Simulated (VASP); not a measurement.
# Ni (Im-3m) in VASP: single point with r2SCAN

Aim: the single point of Ni with r2SCAN.

Everything below comes from runs of VASP 6.6.1. Logs are shortened: lines on timing, memory, paths and dates and some standing lists are left out, and cuts for length are marked.

## Step 1: The cell of the first run

Symmetry: Im-3m, No. 229, cubic system. The conventional cell has a = 2.766 Å, b = 2.766 Å, c = 2.766 Å, α = 90.00°, β = 90.00°, γ = 90.00°. Ni (site symmetry m-3m) has 14 Ni at 2.40 to 2.77 Å within 3.2 Å.

This isn't the form of Ni at room conditions, which is fcc.

## Step 2: Single point, r2SCAN, collinear spin, ferromagnetic start

POSCAR

```
Ni
1.0
   -1.3830381735      1.3830381735      1.3830381735
    1.3830381735     -1.3830381735      1.3830381735
    1.3830381735      1.3830381735     -1.3830381735
Ni
1
Direct
    0.0000000000      0.0000000000      0.0000000000
```

INCAR.step1

```
ALGO = Normal
EDIFF = 1E-4
ENCUT = 520
GGA = PE
ISMEAR = 0
ISPIN = 2
LASPH = T
LCHARG = F
LMAXMIX = 4
LREAL = F
LWAVE = T
MAGMOM = 0.78
NBANDS = 15
NELM = 150
PREC = Accurate
SIGMA = 0.1
```

INCAR.step2

```
ALGO = Normal
EDIFF = 1E-7
ENCUT = 520
ISIF = 2
ISMEAR = 0
ISPIN = 2
ISTART = 1
LASPH = T
LCHARG = T
LELF = T
LMAXMIX = 4
LMIXTAU = T
LORBIT = 11
LREAL = F
LVHAR = T
LWAVE = F
MAGMOM = 0.78
METAGGA = R2SCAN
NBANDS = 15
NELM = 150
PREC = Accurate
SIGMA = 0.1
```

KPOINTS

```
k-points
0
Gamma
  22 22 22
```

Potentials or basis: VASP PAW PBE potentials, release 64 (Ni).

Run with:

```console
$ cat potpaw_PBE.64/Ni/POTCAR > POTCAR
$ cp INCAR.step1 INCAR
$ mpirun -np 1 vasp_std > vasp.out
$ cp INCAR.step2 INCAR
$ mpirun -np 1 vasp_std > vasp.out
```

OUTCAR:

```text
EDIFF = 1E-7
   ENCUT = 520
   ISIF = 2
   ISMEAR = 0
   ISPIN = 2
   ISTART = 1
   LASPH = T
   LORBIT = 11
   LREAL = F
   METAGGA = R2SCAN
   NELM = 150
   PREC = Accurate

 ion  position               nearest neighbor table
   1  0.000  0.000  0.000-

  LATTYP: Found a body centered cubic cell.
 ALAT       =     2.7660763470

  Lattice vectors:

 A1 = (  -1.3830381735,   1.3830381735,   1.3830381735)
 A2 = (   1.3830381735,  -1.3830381735,   1.3830381735)
 A3 = (   1.3830381735,   1.3830381735,  -1.3830381735)

Analysis of symmetry for initial positions (statically):
=====================================================================
 Subroutine PRICEL returns:
 Original cell was already a primitive cell.

 Routine SETGRP: Setting up the symmetry group for a
 body centered cubic supercell.

 Subroutine GETGRP returns: Found 48 space group operations
 (whereof 48 operations were pure point group operations)
 out of a pool of 48 trial point group operations.

The static configuration has the point symmetry O_h .

Analysis of symmetry for dynamics (positions and initial velocities):
=====================================================================
 Subroutine PRICEL returns:
 Original cell was already a primitive cell.

 Routine SETGRP: Setting up the symmetry group for a
 body centered cubic supercell.

 Subroutine GETGRP returns: Found 48 space group operations
 (whereof 48 operations were pure point group operations)
 out of a pool of 48 trial point group operations.

The dynamic configuration has the point symmetry O_h .

Analysis of structural, dynamic, and magnetic symmetry:
=====================================================================
 Subroutine PRICEL returns:
 Original cell was already a primitive cell.

 Routine SETGRP: Setting up the symmetry group for a
 body centered cubic supercell.

 Subroutine GETGRP returns: Found 48 space group operations
 (whereof 48 operations were pure point group operations)
 out of a pool of 48 trial point group operations.

The overall configuration has the point symmetry O_h .

 Subroutine INISYM returns: Found 48 space group operations
 (whereof 48 operations are pure point group operations),
 and found     1 'primitive' translations

----------------------------------------------------------------------------------------

                                     Primitive cell

  volume of cell :      10.5819

  direct lattice vectors                    reciprocal lattice vectors
    -1.383038173  1.383038173  1.383038173     0.000000000  0.361522921  0.361522921
     1.383038173 -1.383038173  1.383038173     0.361522921  0.000000000  0.361522921
     1.383038173  1.383038173 -1.383038173     0.361522921  0.361522921  0.000000000

  length of vectors
     2.395492385  2.395492385  2.395492385     0.511270618  0.511270618  0.511270618

  position of ions in fractional coordinates (direct lattice)
     0.000000000  0.000000000  0.000000000

  ion indices of the primitive-cell ions
   primitive index   ion index
                 1           1

----------------------------------------------------------------------------------------

 KPOINTS: k-points

Automatic generation of k-mesh.
 Grid dimensions read from file:
 generate k-points for:   22   22   22

 Generating k-lattice:

  Cartesian coordinates                     Fractional coordinates (reciprocal lattice)
     0.000000000  0.016432860  0.016432860     0.045454545  0.000000000  0.000000000
     0.016432860  0.000000000  0.016432860     0.000000000  0.045454545  0.000000000
     0.016432860  0.016432860  0.000000000     0.000000000  0.000000000  0.045454545

  Length of vectors
     0.023239574  0.023239574  0.023239574

  Shift w.r.t. Gamma in fractional coordinates (k-lattice)
     0.000000000  0.000000000  0.000000000

 Subroutine IBZKPT returns following result:
 ===========================================

 Found    328 irreducible k-points:

 Following reciprocal coordinates:
            Coordinates               Weight
  0.000000  0.000000  0.000000      1.000000
  0.045455  0.000000  0.000000     12.000000
  0.090909  0.000000  0.000000     12.000000
  0.136364  0.000000  0.000000     12.000000
  0.181818  0.000000  0.000000     12.000000
  0.227273  0.000000  0.000000     12.000000
[... 16 lines left out ...]
  0.090909  0.090909  0.000000     24.000000
  0.136364  0.090909 -0.000000     48.000000
 [... further k-points ...]
   k-points           NKPTS =    328   k-points in BZ     NKDIM =    328   number of bands    NBANDS=     15
   number of dos      NEDOS =    301   number of ions     NIONS =      1
   total plane-waves  NPLWV =   5832
   dimension x,y,z NGX =    18 NGY =   18 NGZ =   18
   dimension x,y,z NGXF=    36 NGYF=   36 NGZF=   36
   ions per type =               1
   NGX,Y,Z   is equivalent  to a cutoff of  12.49, 12.49, 12.49 a.u.
   NGXF,Y,Z  is equivalent  to a cutoff of  24.98, 24.98, 24.98 a.u.
 SYSTEM =  unknown system
   PREC   = accura    normal or accurate (medium, high low for compatibility)
   ISTART =      1    job   : 0-new  1-cont  2-samecut
   ICHARG =      0    charge: 1-file 2-atom 10-const
   ISPIN  =      2    spin polarized calculation?
   LNONCOLLINEAR =      F non collinear calculations
   LSORBIT =      F    spin-orbit coupling
   LASPH  =      T    aspherical Exc in radial PAW
   ENCUT  =  520.0 eV  38.22 Ry    6.18 a.u.   4.45  4.45  4.45*2*pi/ulx,y,z
   NELM   =    150;   NELMIN=  2; NELMDL=  0     # of ELM steps
   EDIFF  = 0.1E-06   stopping-criterion for ELM
   LREAL  =      F    real-space projection
   EDIFFG = 0.1E-05   stopping-criterion for IOM
   NSW    =      0    number of steps for IOM
   IBRION =     -1    ionic relax: 0-MD 1-quasi-New 2-CG
   NFREE  =      0    steps in history (QN), initial steepest desc. (CG)
   ISIF   =      2    stress and relaxation
   ISYM   =      2    0-nonsym 1-usesym 2-fastsym
   POTIM  = 0.5000    time-step for ionic-motion
   TEBEG  =    0.0;   TEEND  =   0.0 temperature during run
   PSTRESS=    0.0 pullay stress
   NELECT =      10.0000    total number of electrons
   NUPDOWN=      -1.0000    fix difference up-down
   EMIN   =  10.00;   EMAX   =-10.00  energy-range for DOS
   EFERMI =   0.00;   METHOD = LEGACY
   ISMEAR =     0;   SIGMA  =   0.10  broadening in eV -4-tet -1-fermi 0-gaus
   EFERMI_NEDOS =   21; number of points for ismear=-14 and -15
   IALGO  =     38    algorithm
   IMIX   =      4    mixing-type and parameters
     AMIX     =   0.40;   BMIX     =  1.00
     AMIX_MAG =   1.60;   BMIX_MAG =  1.00
  volume/ion in A,a.u.               =      10.58        71.41
  Fermi-wavevector in a.u.,A,eV,Ry     =   1.606524  3.035891 35.115558  2.580921
  Thomas-Fermi vector in A             =   2.702698
   LORBIT       =     11    0 simple, 1 ext, 2 COOP (PROOUT), +10 PAW based schemes
   METAGGA = R2SCAN    functional components
   LHFCALC =     F    Hartree Fock is set to
   AEXX    =    0.0000 exact exchange contribution
   IVDW    =     0    specifies the selected vdW correction
   LEPSILON=     F    determine dielectric tensor
   LRPA    =     F    only Hartree local field effects (RPA)
 spin polarized calculation
 Gauss-broadening in eV      SIGMA  =   0.10
  energy-cutoff  :      520.00
  volume of cell :       10.58
 maximum number of plane-waves:       321
 NGX is ok and might be reduce to    18
   NGX =  9   NGY =  9   NGZ =  9

 number of electron      10.0000005 magnetization       0.6241097

 Free energy of the ion-electron system (eV)
  ---------------------------------------------------
  ext. energy  EPLUGINS =         0.00000000
  ---------------------------------------------------
  free energy    TOTEN  =       -11.83381721 eV

  energy without entropy =      -11.82756723  energy(sigma->0) =      -11.83069222

 E-fermi :   9.5064     XC(G=0): -14.5515

 val. band max:        9.5062341929   @ k =   0.2727   0.0455   0.0000
 cond. band min:       9.5071791055   @ k =  -0.4091  -0.4091   0.1818
 fundamental gap:      0.0009449126
 Fermi energy:         9.5063995546

 spin component 1

 k-point     1 :       0.0000    0.0000    0.0000
  band No.  band energies     occupation
      1       0.0965      1.00000
      2       6.8004      1.00000
      3       6.8006      1.00000
      4       6.8006      1.00000
      5       8.3674      1.00000
      6       8.3674      1.00000
      7      37.2836      0.00000
      8      37.2838      0.00000
      9      37.2838      0.00000
     10      42.5022      0.00000
     11      42.5022      0.00000
     12      44.0316      0.00000
     13      44.0318      0.00000
     14      44.0318      0.00000
     15      44.2243      0.00000
[... 397 lines left out ...]
 k-point    24 :       0.1364    0.0909   -0.0000
  band No.  band energies     occupation
      1       1.7353      1.00000
      2       6.5187      1.00000
      3       6.6344      1.00000
      4       7.5726      1.00000
      5       8.0984      1.00000
      6       8.4351      1.00000
      7      29.8279      0.00000
      8      31.7329      0.00000
      9      35.6244      0.00000
     10      37.2899      0.00000
     11      40.8179      0.00000
     12      42.0703      0.00000
     13      46.5054      0.00000
     14      47.1060      0.00000
     15      50.9812      0.00000

 [... further k-points ...]

 spin component 2

 k-point     1 :       0.0000    0.0000    0.0000
  band No.  band energies     occupation
      1      -0.0835      1.00000
      2       7.9399      1.00000
      3       7.9399      1.00000
      4       7.9401      1.00000
      5       8.9793      1.00000
      6       8.9793      1.00000
      7      37.2518      0.00000
      8      37.2518      0.00000
      9      37.2519      0.00000
     10      42.4919      0.00000
     11      42.4919      0.00000
     12      44.4095      0.00000
     13      44.4095      0.00000
     14      44.4095      0.00000
     15      44.5742      0.00000
[... 397 lines left out ...]
 k-point    24 :       0.1364    0.0909   -0.0000
  band No.  band energies     occupation
      1       1.5765      1.00000
      2       7.6047      1.00000
      3       7.6704      1.00000
      4       8.7401      1.00000
      5       8.7596      1.00000
      6       9.0613      1.00000
      7      29.9261      0.00000
      8      31.8442      0.00000
      9      35.8771      0.00000
     10      37.3384      0.00000
     11      40.9764      0.00000
     12      42.3012      0.00000
     13      46.7979      0.00000
     14      47.2623      0.00000
     15      51.7888      0.00000

 [... further k-points ...]
[... 5 lines left out ...]
  --------------------------------------------------------------------------------------
  -------------------------------------------------------------------------------------
  Total        0.0237137      0.0237137      0.0237137     -0.0000000      0.0000000      0.0000000
  in kB        3.5904305      3.5904305      3.5904305     -0.0000000      0.0000000      0.0000000
  external PRESSURE =       3.5904305 kB  Pullay stress =       0.0000000 kB

 VOLUME and BASIS-vectors are now :
 -----------------------------------------------------------------------------
  energy-cutoff  :      520.00
  volume of cell :       10.58
      direct lattice vectors                 reciprocal lattice vectors
    -1.383038173  1.383038173  1.383038173     0.000000000  0.361522921  0.361522921
     1.383038173 -1.383038173  1.383038173     0.361522921  0.000000000  0.361522921
     1.383038173  1.383038173 -1.383038173     0.361522921  0.361522921  0.000000000

 POSITION                                       TOTAL-FORCE (eV/Angst)
 -----------------------------------------------------------------------------------
      0.00000      0.00000      0.00000         0.000000      0.000000      0.000000
 -----------------------------------------------------------------------------------
    total drift:                                0.000000      0.000000      0.000000

  FREE ENERGIE OF THE ION-ELECTRON SYSTEM (eV)
  ---------------------------------------------------
  free  energy   TOTEN  =       -11.8338172111 eV

  energy  without entropy=      -11.8275672276  energy(sigma->0) =      -11.83069222

 total charge

# of ion       s       p       d       tot
------------------------------------------
    1        0.517   0.527   8.358   9.402

 magnetization (x)

# of ion       s       p       d       tot
------------------------------------------
    1       -0.008  -0.030   0.677   0.639
```

It took 7.3 min on 1 thread of Intel Xeon 8259CL, shared host; peak memory 0.19 GiB.

Results:

| Quantity | Value |
| --- | --- |
| Free energy | -11.8338 eV |
| Pressure | 0.4 GPa |
| Net moment | 0.62 μB per cell |
| Site moments | Ni +0.64 μB |
| Valence electrons inside the program's atomic spheres | Ni 9.40 |

Caveat: the PAW data sets were made with another functional, which shifts forces and pressure a little.
